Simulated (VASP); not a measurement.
# GaAs (F-43m) in VASP: G0W0 quasiparticle levels with PBE

Aim: the G0W0 quasiparticle levels of GaAs with PBE.

Everything below comes from runs of VASP 6.6.1. Logs are shortened: lines on timing, memory, paths and dates and some standing lists are left out, and cuts for length are marked.

## 1. The cell of the first run

The structure is cubic, space group F-43m (No. 216). The conventional cell has a = 5.666 Å, b = 5.666 Å, c = 5.666 Å, α = 90.00°, β = 90.00°, γ = 90.00°. Within 3.2 Å of Ga (site symmetry -43m) lie 4 As at 2.45 Å. As (site symmetry -43m) has 4 Ga at 2.45 Å within 3.2 Å.

## 2. G0W0 quasiparticle levels, PBE

File POSCAR:

```
GaAs
1.0
    0.0000000000      2.8330850947      2.8330850947
    2.8330850947      0.0000000000      2.8330850947
    2.8330850947      2.8330850947      0.0000000000
Ga As
1 1
Direct
    0.0000000000      0.0000000000      0.0000000000
    0.2500000000      0.2500000000      0.2500000000
```

File INCAR.step1:

```
  PREC = Accurate
  ENCUT = 500
  EDIFF = 1E-8
  ISMEAR = 0
  SIGMA = 0.01
  LREAL = F
  LASPH = T
  NELM = 80
  ALGO = Normal
  LWAVE = T
  LCHARG = F
  GGA = PE
```

File INCAR.step2:

```
  PREC = Accurate
  ENCUT = 500
  EDIFF = 1E-8
  ISMEAR = 0
  SIGMA = 0.01
  LREAL = F
  LASPH = T
  NELM = 1
  ALGO = Exact
  LWAVE = T
  LCHARG = F
  GGA = PE
  NBANDS = 39
  LOPTICS = T
  ISTART = 1
```

File INCAR.step3:

```
  PREC = Accurate
  ENCUT = 500
  EDIFF = 1E-8
  ISMEAR = 0
  SIGMA = 0.01
  LREAL = F
  LASPH = T
  ALGO = EVGW0
  LWAVE = F
  LCHARG = F
  GGA = PE
  NELMGW = 1
  NBANDS = 39
  ENCUTGW = 60.0
  NOMEGA = 48
  PRECFOCK = Fast
  ISTART = 1
  NBANDSGW = 17
```

File KPOINTS:

```
regular mesh
0
Gamma
  4 4 4
```

Potentials or basis: VASP PAW PBE potentials, release 64 (Ga_d_GW, As_GW).

Run with:

```bash
$ cat potpaw_PBE.64/Ga_d_GW/POTCAR potpaw_PBE.64/As_GW/POTCAR > POTCAR
$ cp INCAR.step1 INCAR
$ mpirun -np 1 vasp_std > vasp.out
$ cp INCAR.step2 INCAR
$ mpirun -np 1 vasp_std > vasp.out
$ cp INCAR.step3 INCAR
$ mpirun -np 1 vasp_std > vasp.out
```

OUTCAR:

```text
PREC = Accurate
   ENCUT = 500
   EDIFF = 1E-8
   ISMEAR = 0
   LREAL = F
   LASPH = T
   GGA = PE
   NELMGW = 1
   ENCUTGW = 60.0
   PRECFOCK = Fast
   ISTART = 1

 ion  position               nearest neighbor table
   1  0.000  0.000  0.000-   2 2.45   2 2.45   2 2.45   2 2.45
   2  0.250  0.250  0.250-   1 2.45   1 2.45   1 2.45   1 2.45

  LATTYP: Found a face centered cubic cell.
 ALAT       =     5.6661701894

  Lattice vectors:

 A1 = (   0.0000000000,   2.8330850947,   2.8330850947)
 A2 = (   2.8330850947,   0.0000000000,   2.8330850947)
 A3 = (   2.8330850947,   2.8330850947,   0.0000000000)

Analysis of symmetry for initial positions (statically):
=====================================================================
 Subroutine PRICEL returns:
 Original cell was already a primitive cell.

 Routine SETGRP: Setting up the symmetry group for a
 face centered cubic supercell.

 Subroutine GETGRP returns: Found 24 space group operations
 (whereof 24 operations were pure point group operations)
 out of a pool of 48 trial point group operations.

The static configuration has the point symmetry T_d .

Analysis of symmetry for dynamics (positions and initial velocities):
=====================================================================
 Subroutine PRICEL returns:
 Original cell was already a primitive cell.

 Routine SETGRP: Setting up the symmetry group for a
 face centered cubic supercell.

 Subroutine GETGRP returns: Found 24 space group operations
 (whereof 24 operations were pure point group operations)
 out of a pool of 48 trial point group operations.

The dynamic configuration has the point symmetry T_d .

 Subroutine INISYM returns: Found 24 space group operations
 (whereof 24 operations are pure point group operations),
 and found     1 'primitive' translations

----------------------------------------------------------------------------------------

                                     Primitive cell

  volume of cell :      45.4788

  direct lattice vectors                    reciprocal lattice vectors
     0.000000000  2.833085095  2.833085095    -0.176486051  0.176486051  0.176486051
     2.833085095  0.000000000  2.833085095     0.176486051 -0.176486051  0.176486051
     2.833085095  2.833085095  0.000000000     0.176486051  0.176486051 -0.176486051

  length of vectors
     4.006587364  4.006587364  4.006587364     0.305682807  0.305682807  0.305682807

  position of ions in fractional coordinates (direct lattice)
     0.000000000  0.000000000  0.000000000
     0.250000000  0.250000000  0.250000000

  ion indices of the primitive-cell ions
   primitive index   ion index
                 1           1
                 2           2

----------------------------------------------------------------------------------------

 KPOINTS: regular mesh

Automatic generation of k-mesh.
 Grid dimensions read from file:
 generate k-points for:    4    4    4

 Generating k-lattice:

  Cartesian coordinates                     Fractional coordinates (reciprocal lattice)
    -0.044121513  0.044121513  0.044121513     0.250000000  0.000000000  0.000000000
     0.044121513 -0.044121513  0.044121513     0.000000000  0.250000000  0.000000000
     0.044121513  0.044121513 -0.044121513     0.000000000  0.000000000  0.250000000

  Length of vectors
     0.076420702  0.076420702  0.076420702

  Shift w.r.t. Gamma in fractional coordinates (k-lattice)
     0.000000000  0.000000000  0.000000000

 Subroutine IBZKPT returns following result:
 ===========================================

 Found      8 irreducible k-points:

 Following reciprocal coordinates:
            Coordinates               Weight
  0.000000  0.000000  0.000000      1.000000
  0.250000  0.000000  0.000000      8.000000
  0.500000  0.000000  0.000000      4.000000
  0.250000  0.250000  0.000000      6.000000
  0.500000  0.250000  0.000000     24.000000
 -0.250000  0.250000  0.000000     12.000000
  0.500000  0.500000  0.000000      3.000000
 -0.250000  0.500000  0.250000      6.000000
   k-points           NKPTS =      8   k-points in BZ     NKDIM =     64   number of bands    NBANDS=     39
   number of dos      NEDOS =    301   number of ions     NIONS =      2
   total plane-waves  NPLWV =  27000
   dimension x,y,z NGX =    30 NGY =   30 NGZ =   30
   dimension x,y,z NGXF=    60 NGYF=   60 NGZF=   60
   ions per type =               1   1
   NGX,Y,Z   is equivalent  to a cutoff of  12.45, 12.45, 12.45 a.u.
   NGXF,Y,Z  is equivalent  to a cutoff of  24.90, 24.90, 24.90 a.u.
 SYSTEM =  unknown system
   PREC   = accura    normal or accurate (medium, high low for compatibility)
   ISTART =      1    job   : 0-new  1-cont  2-samecut
   ICHARG =      0    charge: 1-file 2-atom 10-const
   ISPIN  =      1    spin polarized calculation?
   LNONCOLLINEAR =      F non collinear calculations
   LSORBIT =      F    spin-orbit coupling
   LASPH  =      T    aspherical Exc in radial PAW
   ENCUT  =  500.0 eV  36.75 Ry    6.06 a.u.   7.30  7.30  7.30*2*pi/ulx,y,z
   NELM   =     60;   NELMIN=  2; NELMDL=  0     # of ELM steps
   EDIFF  = 0.1E-07   stopping-criterion for ELM
   LREAL  =      F    real-space projection
   EDIFFG = 0.1E-06   stopping-criterion for IOM
   NSW    =      0    number of steps for IOM
   IBRION =     -1    ionic relax: 0-MD 1-quasi-New 2-CG
   NFREE  =      0    steps in history (QN), initial steepest desc. (CG)
   ISIF   =      0    stress and relaxation
   ISYM   =      3    0-nonsym 1-usesym 2-fastsym
   POTIM  = 0.5000    time-step for ionic-motion
   TEBEG  =    0.0;   TEEND  =   0.0 temperature during run
   PSTRESS=    0.0 pullay stress
   NELECT =      18.0000    total number of electrons
   NUPDOWN=      -1.0000    fix difference up-down
   EMIN   =  10.00;   EMAX   =-10.00  energy-range for DOS
   EFERMI =   0.00;   METHOD = LEGACY
   ISMEAR =     0;   SIGMA  =   0.01  broadening in eV -4-tet -1-fermi 0-gaus
   EFERMI_NEDOS =   21; number of points for ismear=-14 and -15
   IALGO  =     38    algorithm
   IMIX   =      4    mixing-type and parameters
     AMIX     =   0.40;   BMIX     =  1.00
     AMIX_MAG =   1.60;   BMIX_MAG =  1.00
  volume/ion in A,a.u.               =      22.74       153.45
  Fermi-wavevector in a.u.,A,eV,Ry     =   1.201977  2.271407 19.656990  1.444748
  Thomas-Fermi vector in A             =   2.337771
   LORBIT       =      0    0 simple, 1 ext, 2 COOP (PROOUT), +10 PAW based schemes
   GGA     = PE    functional components
   LHFCALC =     T    Hartree Fock is set to
   PRECFOCK=fast      Normal, Fast or Accurate (Low or Medium for compatibility)
   ENCUT4O =  -1.0   cutoff for four orbital integrals eV
   NKREDX  =     1    reduce k-point grid by
   NKREDY  =     1    reduce k-point grid by
   NKREDZ  =     1    reduce k-point grid by
   AEXX    =    1.0000 exact exchange contribution
   HFSCREEN=    0.0000 screening length (either q_TF or 0.3 A-1)
   HFSCREENC=   0.0000 screening length for correlation (either q_TF or 0.3 A-1)
   ENCUTFOCK=  -1.0 apply spherical cutoff to Coloumb kernel
   IVDW    =     0    specifies the selected vdW correction
   LEPSILON=     F    determine dielectric tensor
   LRPA    =     F    only Hartree local field effects (RPA)
   LRPAFORCE           =     F    calculate RPA forces
   ENCUTGW             =  60.0    cutoff for response function in eV
   ENCUTGWSOFT         =  48.0    soft cutoff for Coulomb kernel in GW response function in eV
   ENCUTLF             =  -1.0    cutoff for local field effects
   NELMGW              =     1    number of iterations in solving QP/BSE equation
   NELMHF              =     1    number of iterations in the inner HF iteration
   NKREDLFX            =     1    NKREDLFY  =   1   NKREDLFZ  =   1
 non-spin polarized calculation
 Gauss-broadening in eV      SIGMA  =   0.01
  energy-cutoff  :      500.00
  volume of cell :       45.48
 maximum number of plane-waves:      1174
 NGX is ok and might be reduce to    30
  NGX = 18; NGY = 18; NGZ = 18
   NGX = 15   NGY = 15   NGZ = 15
 maximum number of plane-waves:        59
 NGX is ok and might be reduce to    14

 QP shifts <psi_nk| G(iteration)W_0 |psi_nk>: iteration 1
 for sc-GW calculations column KS-energies equals QP-energies in previous step
 and V_xc(KS)=  KS-energies - (<T + V_ion + V_H > + <T+V_H+V_ion>^1  + <V_x>^1)

 k-point   1 :       0.0000    0.0000    0.0000
  band No.  KS-energies  QP-energies   sigma(KS)   V_xc(KS)     V^pw_x(r,r')   Z            occupation Imag(sigma)

      1     -11.0129     -14.3272     -26.6381     -21.7135     -35.0689       0.6730       2.0000       0.2853
      2     -11.0129     -14.3272     -26.6381     -21.7135     -35.0689       0.6730       2.0000       0.2853
      3     -11.0129     -14.3272     -26.6381     -21.7135     -35.0689       0.6730       2.0000       0.2853
      4     -10.9369     -14.2825     -26.7729     -21.8123     -35.1674       0.6744       2.0000       0.2517
      5     -10.9369     -14.2825     -26.7729     -21.8123     -35.1674       0.6744       2.0000       0.2517
      6      -8.8466      -8.9117     -11.2280     -11.1257     -18.0789       0.6360       2.0000       1.0252
[... 9 lines left out ...]
     16      13.8927      14.2273      -9.3460      -9.7894      -4.4837       0.7546       0.0000      -0.3534
     17      15.3359      15.4543      -7.5225      -7.6797      -2.2097       0.7533       0.0000      -0.4652

 k-point   2 :       0.2500    0.0000    0.0000
  band No.  KS-energies  QP-energies   sigma(KS)   V_xc(KS)     V^pw_x(r,r')   Z            occupation Imag(sigma)

      1     -11.0534     -14.2889     -26.3141     -21.4982     -34.7432       0.6718       2.0000       0.3017
      2     -11.0021     -14.3235     -26.6663     -21.7352     -35.0963       0.6736       2.0000       0.2839
      3     -11.0021     -14.3235     -26.6663     -21.7352     -35.0963       0.6736       2.0000       0.2839
      4     -10.9365     -14.2885     -26.7725     -21.8131     -35.1700       0.6759       2.0000       0.2518
      5     -10.9365     -14.2885     -26.7725     -21.8131     -35.1700       0.6759       2.0000       0.2518
      6      -8.1606      -8.2759     -11.6656     -11.4905     -18.2864       0.6585       2.0000       0.9759
[... 9 lines left out ...]
     16      12.8140      13.0296      -8.7565      -9.0403      -3.9638       0.7598       0.0000      -0.3150
     17      15.7054      16.0582      -8.1887      -8.6561      -2.8176       0.7548       0.0000      -0.5486

 k-point   3 :       0.5000    0.0000    0.0000
  band No.  KS-energies  QP-energies   sigma(KS)   V_xc(KS)     V^pw_x(r,r')   Z            occupation Imag(sigma)

      1     -11.0882     -14.2699     -26.1047     -21.3592     -34.5345       0.6705       2.0000       0.3123
      2     -10.9942     -14.3183     -26.6814     -21.7461     -35.1078       0.6735       2.0000       0.2819
      3     -10.9942     -14.3183     -26.6814     -21.7461     -35.1078       0.6735       2.0000       0.2819
      4     -10.9329     -14.2869     -26.7853     -21.8250     -35.1886       0.6762       2.0000       0.2534
      5     -10.9329     -14.2869     -26.7853     -21.8250     -35.1886       0.6762       2.0000       0.2534
      6      -7.0975      -7.2237     -12.2931     -12.1054     -18.5594       0.6727       2.0000       0.8557
[... 9 lines left out ...]
     16      15.6408      16.1164      -8.9390      -9.5743      -3.5353       0.7488       0.0000      -0.5725
     17      16.2374      16.9974      -9.3001     -10.3153      -3.7276       0.7486       0.0000      -0.6806

 k-point   4 :       0.2500    0.2500    0.0000
  band No.  KS-energies  QP-energies   sigma(KS)   V_xc(KS)     V^pw_x(r,r')   Z            occupation Imag(sigma)

      1     -11.0734     -14.2916     -26.2502     -21.4562     -34.6835       0.6713       2.0000       0.3053
      2     -10.9896     -14.3220     -26.7034     -21.7627     -35.1334       0.6745       2.0000       0.2823
      3     -10.9896     -14.3220     -26.7034     -21.7627     -35.1334       0.6745       2.0000       0.2823
      4     -10.9482     -14.2765     -26.7269     -21.7777     -35.1209       0.6725       2.0000       0.2533
      5     -10.9309     -14.2859     -26.7853     -21.8254     -35.1861       0.6764       2.0000       0.2516
      6      -7.9267      -8.0399     -11.7254     -11.5549     -18.2656       0.6638       2.0000       0.9584
[... 37 lines left out ...]
      2     -10.9905     -14.3194     -26.6939     -21.7527     -35.1177       0.6737       2.0000       0.2791
      3     -10.9883     -14.3207     -26.7049     -21.7654     -35.1361       0.6746       2.0000       0.2830
      4     -10.9386     -14.2803     -26.7625     -21.8061     -35.1609       0.6742       2.0000       0.2518
      5     -10.9365     -14.2825     -26.7696     -21.8116     -35.1698       0.6749       2.0000       0.2525
      6      -7.2204      -7.3392     -12.1018     -11.9254     -18.4075       0.6730       2.0000       0.8751
[... 9 lines left out ...]
     16      16.4570      16.9255      -8.6668      -9.2905      -3.1864       0.7511       0.0000      -0.6257
     17      17.0814      17.3609      -7.9055      -8.2758      -2.5699       0.7546       0.0000      -0.5764

 k-point   7 :       0.5000    0.5000    0.0000
  band No.  KS-energies  QP-energies   sigma(KS)   V_xc(KS)     V^pw_x(r,r')   Z            occupation Imag(sigma)

      1     -11.1193     -14.2850     -26.0593     -21.3303     -34.4973       0.6694       2.0000       0.3155
      2     -10.9650     -14.3206     -26.7732     -21.8165     -35.2034       0.6770       2.0000       0.2797
      3     -10.9650     -14.3206     -26.7732     -21.8165     -35.2034       0.6770       2.0000       0.2797
      4     -10.9617     -14.2802     -26.6737     -21.7377     -35.0675       0.6723       2.0000       0.2564
      5     -10.9245     -14.2854     -26.7974     -21.8384     -35.2039       0.6777       2.0000       0.2511
      6      -6.3604      -6.4311     -12.4298     -12.3267     -18.4557       0.6860       2.0000       0.7810
[... 9 lines left out ...]
     16      17.1100      17.5065      -9.3407      -9.8664      -4.0735       0.7542       0.0000      -0.6211
     17      17.1100      17.5065      -9.3407      -9.8664      -4.0735       0.7542       0.0000      -0.6211

 k-point   8 :      -0.2500    0.5000    0.2500
  band No.  KS-energies  QP-energies   sigma(KS)   V_xc(KS)     V^pw_x(r,r')   Z            occupation Imag(sigma)

      1     -11.1063     -14.2686     -26.0669     -21.3421     -34.5087       0.6693       2.0000       0.3168
      2     -10.9828     -14.3279     -26.7265     -21.7766     -35.1519       0.6758       2.0000       0.2782
      3     -10.9696     -14.3091     -26.7335     -21.7885     -35.1609       0.6753       2.0000       0.2779
      4     -10.9472     -14.2905     -26.7484     -21.7933     -35.1477       0.6747       2.0000       0.2544
      5     -10.9327     -14.2813     -26.7721     -21.8166     -35.1745       0.6757       2.0000       0.2516
      6      -6.3037      -6.3796     -12.5515     -12.4411     -18.5787       0.6875       2.0000       0.7689
[... 9 lines left out ...]
     16      17.0678      17.4754      -8.9288      -9.4699      -3.3931       0.7532       0.0000      -0.6871
     17      17.4175      18.0397      -9.1471      -9.9797      -3.5746       0.7474       0.0000      -0.6834
```

Run time: 2.4 min. Hardware: 1 thread of Intel Xeon Platinum 8375C at 2.90GHz (Ice Lake), shared host; peak memory 0.43 GiB.

What came out:

| Item | Value |
| --- | --- |
| Quasiparticle gap | 1.37 eV |
| Least direct quasiparticle gap | 1.37 eV |
| Band gap of the starting levels on the mesh | 0.45 eV |
| Least direct gap of the starting levels on the mesh | 0.45 eV |

Caveat: the k points lie up to 0.48 Å⁻¹ apart; bands, screening cutoff and mesh are small and nothing is extrapolated, so the quasiparticle values aren't converged.
